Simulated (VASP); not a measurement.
# C (P-1) in VASP: notebook

Runs on C. Level: PBE. Tasks: single point.

Everything below comes from runs of VASP 6.6.1. Logs are shortened: lines on timing, memory, paths and dates and some standing lists are left out, and cuts for length are marked.

## (1) The cell of the first run

The typed cell holds 2 atoms: a = 2.525 Å, b = 2.525 Å, c = 2.525 Å, α = 60.00°, β = 60.00°, γ = 60.00°.

## (2) Single point, PBE (atom 1 (C) moved by (-0.300, -0.150) A along x and y)

INCAR reads:

```
PREC = Accurate
ENCUT = 520
EDIFF = 1E-6
ISMEAR = 0
SIGMA = 0.05
LREAL = False
LASPH = True
NELM = 80
ALGO = Normal
ISIF = 2
LWAVE = False
LCHARG = True
GGA = PE
LELF = True
LVHAR = True
NBANDS = 11
```

KPOINTS reads:

```
Automatic mesh
0
Gamma
  12 12 12
```

POSCAR reads:

```
C
1.0
    0.0000000000      1.7857375322      1.7857375322
    1.7857375322      0.0000000000      1.7857375322
    1.7857375322      1.7857375322      0.0000000000
C
2
Direct
    0.5419994532      0.4580005468      0.3740016403
    0.7500000000      0.7500000000      0.7500000000
```

Potentials or basis: VASP PAW PBE potentials, release 64 (C).

Launch:

```bash
$ cat potpaw_PBE.64/C/POTCAR > POTCAR
$ mpirun -np 1 vasp_std > vasp.out
```

OUTCAR:

```text
PREC = Accurate
   ENCUT = 520
   EDIFF = 1E-6
   ISMEAR = 0
   LREAL = False
   LASPH = True
   NELM = 80
   ISIF = 2
   GGA = PE

 ion  position               nearest neighbor table
   1  0.542  0.458  0.374-   2 1.30   2 1.50   2 1.66   2 1.82
   2  0.750  0.750  0.750-   1 1.30   1 1.50   1 1.66   1 1.82

  LATTYP: Found a face centered cubic cell.
 ALAT       =     3.5714750644

  Lattice vectors:

 A1 = (   0.0000000000,   1.7857375322,   1.7857375322)
 A2 = (   1.7857375322,   0.0000000000,   1.7857375322)
 A3 = (   1.7857375322,   1.7857375322,   0.0000000000)

Analysis of symmetry for initial positions (statically):
=====================================================================
 Subroutine PRICEL returns:
 Original cell was already a primitive cell.

 Routine SETGRP: Setting up the symmetry group for a
 face centered cubic supercell.

 Subroutine GETGRP returns: Found  2 space group operations
 (whereof  1 operations were pure point group operations)
 out of a pool of 48 trial point group operations.

The static configuration has the point symmetry C_1 .
 The point group associated with its full space group is S_2 .

Analysis of symmetry for dynamics (positions and initial velocities):
=====================================================================
 Subroutine PRICEL returns:
 Original cell was already a primitive cell.

 Routine SETGRP: Setting up the symmetry group for a
 face centered cubic supercell.

 Subroutine GETGRP returns: Found  2 space group operations
 (whereof  1 operations were pure point group operations)
 out of a pool of 48 trial point group operations.

The dynamic configuration has the point symmetry C_1 .
 The point group associated with its full space group is S_2 .

 Subroutine INISYM returns: Found  2 space group operations
 (whereof  1 operations are pure point group operations),
 and found     1 'primitive' translations

----------------------------------------------------------------------------------------

                                     Primitive cell

  volume of cell :      11.3889

  direct lattice vectors                    reciprocal lattice vectors
     0.000000000  1.785737532  1.785737532    -0.279996355  0.279996355  0.279996355
     1.785737532  0.000000000  1.785737532     0.279996355 -0.279996355  0.279996355
     1.785737532  1.785737532  0.000000000     0.279996355  0.279996355 -0.279996355

  length of vectors
     2.525414237  2.525414237  2.525414237     0.484967913  0.484967913  0.484967913

  position of ions in fractional coordinates (direct lattice)
     0.541999453  0.458000547  0.374001640
     0.750000000  0.750000000  0.750000000

  ion indices of the primitive-cell ions
   primitive index   ion index
                 1           1
                 2           2

----------------------------------------------------------------------------------------

 KPOINTS: Automatic mesh

Automatic generation of k-mesh.
 Grid dimensions read from file:
 generate k-points for:   12   12   12

 Generating k-lattice:

  Cartesian coordinates                     Fractional coordinates (reciprocal lattice)
    -0.023333030  0.023333030  0.023333030     0.083333333  0.000000000  0.000000000
     0.023333030 -0.023333030  0.023333030     0.000000000  0.083333333  0.000000000
     0.023333030  0.023333030 -0.023333030     0.000000000  0.000000000  0.083333333

  Length of vectors
     0.040413993  0.040413993  0.040413993

  Shift w.r.t. Gamma in fractional coordinates (k-lattice)
     0.000000000  0.000000000  0.000000000

 Subroutine IBZKPT returns following result:
 ===========================================

 Found    868 irreducible k-points:

 Following reciprocal coordinates:
            Coordinates               Weight
  0.000000  0.000000  0.000000      1.000000
  0.083333  0.000000  0.000000      2.000000
  0.000000  0.083333  0.000000      2.000000
  0.000000  0.000000  0.083333      2.000000
  0.083333  0.083333  0.083333      2.000000
  0.166667  0.000000  0.000000      2.000000
[... 16 lines left out ...]
  0.000000  0.500000  0.000000      1.000000
  0.000000  0.000000  0.500000      1.000000
 [... further k-points ...]
   k-points           NKPTS =    868   k-points in BZ     NKDIM =    868   number of bands    NBANDS=     11
   number of dos      NEDOS =    301   number of ions     NIONS =      2
   total plane-waves  NPLWV =   8000
   dimension x,y,z NGX =    20 NGY =   20 NGZ =   20
   dimension x,y,z NGXF=    40 NGYF=   40 NGZF=   40
   ions per type =               2
   NGX,Y,Z   is equivalent  to a cutoff of  13.17, 13.17, 13.17 a.u.
   NGXF,Y,Z  is equivalent  to a cutoff of  26.33, 26.33, 26.33 a.u.
 SYSTEM =  unknown system
   PREC   = accura    normal or accurate (medium, high low for compatibility)
   ISTART =      0    job   : 0-new  1-cont  2-samecut
   ICHARG =      2    charge: 1-file 2-atom 10-const
   ISPIN  =      1    spin polarized calculation?
   LNONCOLLINEAR =      F non collinear calculations
   LSORBIT =      F    spin-orbit coupling
   LASPH  =      T    aspherical Exc in radial PAW
   ENCUT  =  520.0 eV  38.22 Ry    6.18 a.u.   4.70  4.70  4.70*2*pi/ulx,y,z
   NELM   =     80;   NELMIN=  2; NELMDL= -5     # of ELM steps
   EDIFF  = 0.1E-05   stopping-criterion for ELM
   LREAL  =      F    real-space projection
   EDIFFG = 0.1E-04   stopping-criterion for IOM
   NSW    =      0    number of steps for IOM
   IBRION =     -1    ionic relax: 0-MD 1-quasi-New 2-CG
   NFREE  =      0    steps in history (QN), initial steepest desc. (CG)
   ISIF   =      2    stress and relaxation
   ISYM   =      2    0-nonsym 1-usesym 2-fastsym
   POTIM  = 0.5000    time-step for ionic-motion
   TEBEG  =    0.0;   TEEND  =   0.0 temperature during run
   PSTRESS=    0.0 pullay stress
   NELECT =       8.0000    total number of electrons
   NUPDOWN=      -1.0000    fix difference up-down
   EMIN   =  10.00;   EMAX   =-10.00  energy-range for DOS
   EFERMI =   0.00;   METHOD = LEGACY
   ISMEAR =     0;   SIGMA  =   0.05  broadening in eV -4-tet -1-fermi 0-gaus
   EFERMI_NEDOS =   21; number of points for ismear=-14 and -15
   IALGO  =     38    algorithm
   IMIX   =      4    mixing-type and parameters
     AMIX     =   0.40;   BMIX     =  1.00
     AMIX_MAG =   1.60;   BMIX_MAG =  1.00
  volume/ion in A,a.u.               =       5.69        38.43
  Fermi-wavevector in a.u.,A,eV,Ry     =   1.455271  2.750063 28.814604  2.117814
  Thomas-Fermi vector in A             =   2.572325
   LORBIT       =      0    0 simple, 1 ext, 2 COOP (PROOUT), +10 PAW based schemes
   GGA     = PE    functional components
   LHFCALC =     F    Hartree Fock is set to
   AEXX    =    0.0000 exact exchange contribution
   IVDW    =     0    specifies the selected vdW correction
   LEPSILON=     F    determine dielectric tensor
   LRPA    =     F    only Hartree local field effects (RPA)
 non-spin polarized calculation
 Gauss-broadening in eV      SIGMA  =   0.05
  energy-cutoff  :      520.00
  volume of cell :       11.39
 maximum number of plane-waves:       331
   NGX =  9   NGY =  9   NGZ =  9

 number of electron       8.0000000 magnetization

 Free energy of the ion-electron system (eV)
  ---------------------------------------------------
  ext. energy  EPLUGINS =         0.00000000
  ---------------------------------------------------
  free energy    TOTEN  =       -16.30004248 eV

  energy without entropy =      -16.29986685  energy(sigma->0) =      -16.29995466

 E-fermi :  11.7469     XC(G=0): -13.2480

 val. band max:       11.7421761253   @ k =   0.0000  -0.0833   0.0833
 cond. band min:      11.7621374728   @ k =   0.4167   0.3333   0.0000
 fundamental gap:      0.0199613475
 Fermi energy:        11.7468783112

 k-point     1 :       0.0000    0.0000    0.0000
  band No.  band energies     occupation
      1     -11.9490      2.00000
      2       4.9322      2.00000
      3      10.7257      2.00000
      4      11.3242      2.00000
      5      13.6694      0.00000
      6      14.8304      0.00000
      7      19.8305      0.00000
      8      22.7703      0.00000
      9      27.9457      0.00000
     10      33.8460      0.00000
     11      35.9397      0.00000

 k-point     2 :       0.0833    0.0000    0.0000
  band No.  band energies     occupation
      1     -11.7602      2.00000
      2       4.7604      2.00000
      3       9.1198      2.00000
      4      11.7634      0.64106
      5      13.2277      0.00000
      6      15.7542      0.00000
      7      20.3288      0.00000
      8      22.8550      0.00000
      9      28.1859      0.00000
     10      33.7145      0.00000
     11      34.3272      0.00000

 k-point     3 :       0.0000    0.0833    0.0000
  band No.  band energies     occupation
      1     -11.7617      2.00000
      2       4.5483      2.00000
      3       9.8329      2.00000
      4      11.2684      2.00000
      5      13.7775      0.00000
      6      14.9438      0.00000
      7      20.7133      0.00000
      8      22.8938      0.00000
      9      28.0713      0.00000
     10      32.8496      0.00000
     11      34.6865      0.00000
[... 267 lines left out ...]
 k-point    23 :       0.0000    0.5000    0.0000
  band No.  band energies     occupation
      1      -6.3750      2.00000
      2      -4.2031      2.00000
      3       5.1044      2.00000
      4      10.1670      2.00000
      5      13.1186      0.00000
      6      16.4076      0.00000
      7      24.7970      0.00000
      8      25.3366      0.00000
      9      30.0698      0.00000
     10      32.5360      0.00000
     11      33.6948      0.00000

 k-point    24 :       0.0000    0.0000    0.5000
  band No.  band energies     occupation
      1      -5.7706      2.00000
      2      -5.3390      2.00000
      3       5.9044      2.00000
      4       8.6038      2.00000
      5      15.4982      0.00000
      6      18.4020      0.00000
      7      22.9823      0.00000
      8      26.6802      0.00000
      9      27.3503      0.00000
     10      30.8512      0.00000
     11      36.5705      0.00000

 [... further k-points ...]

------------------------ aborting loop because EDIFF is reached ----------------------------------------

  FORCE on cell =-STRESS in cart. coord.  units (eV):
  Direction    XX          YY          ZZ          XY          YZ          ZX
  --------------------------------------------------------------------------------------
  -------------------------------------------------------------------------------------
  Total        2.3100775      2.9133556      3.1126411      2.4476737     -0.7600196     -0.3219508
  in kB      324.9782173    409.8464741    437.8816537    344.3350437   -106.9184175    -45.2915517
  external PRESSURE =     390.9021150 kB  Pullay stress =       0.0000000 kB

 VOLUME and BASIS-vectors are now :
 -----------------------------------------------------------------------------
  energy-cutoff  :      520.00
  volume of cell :       11.39
      direct lattice vectors                 reciprocal lattice vectors
     0.000000000  1.785737532  1.785737532    -0.279996355  0.279996355  0.279996355
     1.785737532  0.000000000  1.785737532     0.279996355 -0.279996355  0.279996355
     1.785737532  1.785737532  0.000000000     0.279996355  0.279996355 -0.279996355

 POSITION                                       TOTAL-FORCE (eV/Angst)
 -----------------------------------------------------------------------------------
      1.48574      1.63574      1.78574         8.596879      5.103280     -5.422912
      2.67861      2.67861      2.67861        -8.596879     -5.103280      5.422912
 -----------------------------------------------------------------------------------
    total drift:                               -0.000003      0.000003      0.000000

  FREE ENERGIE OF THE ION-ELECTRON SYSTEM (eV)
  ---------------------------------------------------
  free  energy   TOTEN  =       -16.3000424788 eV

  energy  without entropy=      -16.2998668491  energy(sigma->0) =      -16.29995466
```

Run time: 2.7 min. Hardware: 1 thread of Intel Xeon 8259CL, shared host; peak memory 0.2 GiB.

What came out:

```
Free energy            : -16.3000 eV
Pressure               : 39.1 GPa
Largest force          : 11.374 eV/Å
Band gap on the k mesh : zero (bands 4 and 5 overlap by 0.96 eV)
```

Forces in eV/Å, atoms in the order of the input:
```
C    8.597  5.103 -5.423
C   -8.597 -5.103  5.423
```

Caveat: the cell differs from its parent crystal (atom 1 (C) moved by (-0.300, -0.150) A along x and y); the cell stands under pressure; forces of over 1 eV/Å act on the atoms, so gaps and moduli don't describe the material at rest.

## (3) Single point, PBE, collinear spin

INCAR reads:

```
SYSTEM = C
PREC = Accurate
ENCUT = 520
EDIFF = 1E-6
ISMEAR = 0
SIGMA = 0.05
LREAL = .False.
LASPH = .True.
NELM = 150
ALGO = Normal
ISIF = 2
LWAVE = .False.
LCHARG = .False.
ISPIN = 2
MAGMOM = 3 2
LORBIT = 11
GGA = PE
NBANDS = 15
```

KPOINTS reads:

```
regular mesh
0
Gamma
  12 12 12
  0 0 0
```

POSCAR is that of step 2.

Potentials or basis: VASP PAW PBE potentials, release 64 (C).

Launch:

```bash
$ cat potpaw_PBE.64/C/POTCAR > POTCAR
$ mpirun -np 1 vasp_std > vasp.out
```

Wall time 9.5 min (1 thread of Intel Xeon 8259CL, shared host); peak memory 0.3 GiB.

It converged, with:

```yaml
Free_energy: -16.3000 eV
Pressure: 39.1 GPa
Largest_force: 11.374 eV/Å
Band_gap_on_the_k_mesh: zero (filled and empty bands overlap)
Net_moment: 0.00 μB per cell
Valence_electrons_inside_the_program's_atomic_spheres: C 2.64
```

Forces on the atoms (eV/Å):
```
C    8.597  5.103 -5.423
C   -8.597 -5.103  5.423
```

Stress tensor (GPa, compression positive):
```
 32.50  34.44  -4.53
 34.44  40.98 -10.69
 -4.53 -10.69  43.79
```

Levels at points of the mesh, in eV from the Fermi level:
Spin up:
```csv
k point,band 1,band 2,band 3,band 4,band 5,band 6,band 7,band 8,band 9
"(0.00, 0.00, 0.00)",-23.70,-6.81,-1.02,-0.42,1.92,3.08,8.08,11.02,16.20
"(0.50, 0.00, 0.00)",-18.43,-14.89,-8.08,-1.04,0.55,6.14,12.01,12.24,19.31
"(0.00, 0.50, 0.00)",-18.12,-15.95,-6.64,-1.58,1.37,4.66,13.05,13.59,18.32
"(0.00, 0.00, 0.50)",-17.52,-17.09,-5.84,-3.14,3.75,6.66,11.24,14.93,15.60
"(0.50, 0.50, 0.50)",-18.60,-14.26,-7.90,-2.68,1.71,6.04,9.81,11.20,19.41
"(0.50, 0.50, 0.00)",-16.17,-14.81,-8.28,-6.95,-0.37,2.32,15.20,18.23,18.61
"(0.00, 0.50, 0.50)",-16.18,-13.91,-10.01,-7.50,1.07,3.58,13.37,16.15,18.95
"(0.50, 0.00, 0.50)",-16.12,-14.72,-8.31,-7.43,0.58,1.78,15.70,17.66,17.99
```
Spin down:
```csv
k point,band 1,band 2,band 3,band 4,band 5,band 6,band 7,band 8,band 9
"(0.00, 0.00, 0.00)",-23.70,-6.81,-1.02,-0.42,1.92,3.08,8.08,11.02,16.20
"(0.50, 0.00, 0.00)",-18.43,-14.89,-8.08,-1.04,0.55,6.14,12.01,12.24,19.31
"(0.00, 0.50, 0.00)",-18.12,-15.95,-6.64,-1.58,1.37,4.66,13.05,13.59,18.32
"(0.00, 0.00, 0.50)",-17.52,-17.09,-5.84,-3.14,3.75,6.66,11.24,14.93,15.60
"(0.50, 0.50, 0.50)",-18.60,-14.26,-7.90,-2.68,1.71,6.04,9.81,11.20,19.41
"(0.50, 0.50, 0.00)",-16.17,-14.81,-8.28,-6.95,-0.37,2.32,15.20,18.23,18.61
"(0.00, 0.50, 0.50)",-16.18,-13.91,-10.01,-7.50,1.07,3.58,13.37,16.15,18.95
"(0.50, 0.00, 0.50)",-16.12,-14.72,-8.31,-7.43,0.58,1.78,15.70,17.66,17.99
```

Caveat: the cell stands under pressure; forces of over 1 eV/Å act on the atoms, so gaps and moduli don't describe the material at rest.
